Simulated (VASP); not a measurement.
**PtSe2: relaxation of shape and atoms at fixed volume with PBE**

Crystal: PtSe2.

```
CELL_PARAMETERS angstrom
3.79030 0.00000 0.00000
-1.89515 3.28250 0.00000
0.00000 0.00000 6.76445
ATOMIC_POSITIONS crystal
Pt 0.00000 0.00000 0.00000
Se 0.33333 0.66667 0.19488
Se 0.66667 0.33333 0.80512
```

| Quantity | Value |
| --- | --- |
| Program | VASP 6.6.1 |
| Task | relaxation of shape and atoms at fixed volume |
| Functional | PBE |
| Potentials or basis | VASP PAW PBE potentials, release 64 (Pt, Se) |
| Cutoff | 600 eV |
| k mesh | 12 × 12 × 4 |
| Occupations | gaussian, width 0.02 eV |
| Spin | no spin polarisation |
| Dipole correction | no |
| Further INCAR settings | ALGO = Normal; EDIFF = 1e-06; IBRION = 2; EDIFFG = -0.01; NSW = 50; ISIF = 4 |

```json
{
 "Energy gained by relaxing": "6.5 meV/atom",
 "Ionic steps": "6",
 "Pressure after relaxing": "0.0 GPa",
 "Band gap on the k mesh": "1.06 eV (least direct gap 1.20 eV)"
}
```

Step by step:
```
step  energy change (eV)  largest force (eV/Å)  pressure (GPa)  volume (Å³)
   1              0.0000                0.3487           -2.46        84.16
   2             -0.0117                0.1902           -1.56        84.16
   3             -0.0180                0.0264           -0.33        84.16
   4             -0.0180                0.0499           -0.19        84.16
   5             -0.0191                0.0222           -0.11        84.16
   6             -0.0194                0.0017           -0.04        84.16
```

Final structure:
```
Pt Se
1.0
     3.74985    0.00000    0.00000
    -1.87493    3.24747    0.00000
     0.00000    0.00000    6.91117
Pt Se
1 2
Direct
  0.00000 0.00000 0.00000
  0.33333 0.66667 0.18916
  0.66667 0.33333 0.81084
```

Levels at points of the mesh, in eV from the valence-band top:
| k point | band 8 | band 9 | band 10 | band 11 | band 12 | band 13 | band 14 | band 15 |
| --- | --- | --- | --- | --- | --- | --- | --- | --- |
| (0.00, 0.00, 0.00) | -1.44 | -0.30 | -0.15 | -0.15 | 2.78 | 2.78 | 4.20 | 5.36 |
| (0.50, 0.00, 0.00) | -2.38 | -2.04 | -1.96 | -1.63 | 2.13 | 2.59 | 4.71 | 6.13 |
| (0.00, 0.00, 0.50) | -1.23 | -1.06 | -0.16 | -0.16 | 2.81 | 2.81 | 5.35 | 5.74 |
| (0.50, 0.00, 0.50) | -2.40 | -2.08 | -1.93 | -1.35 | 2.26 | 2.52 | 4.49 | 5.88 |

Wall time 9.1 min on 1 thread of Intel Xeon 8259CL, on a shared host, peak memory 0.3 GiB.

Caveat: spin-orbit coupling is left out, which moves the levels of the heavy elements; this functional lacks dispersion, which binds the layers, so the pressure and a relaxed spacing across them are unreliable. A k mesh can miss the band edges.
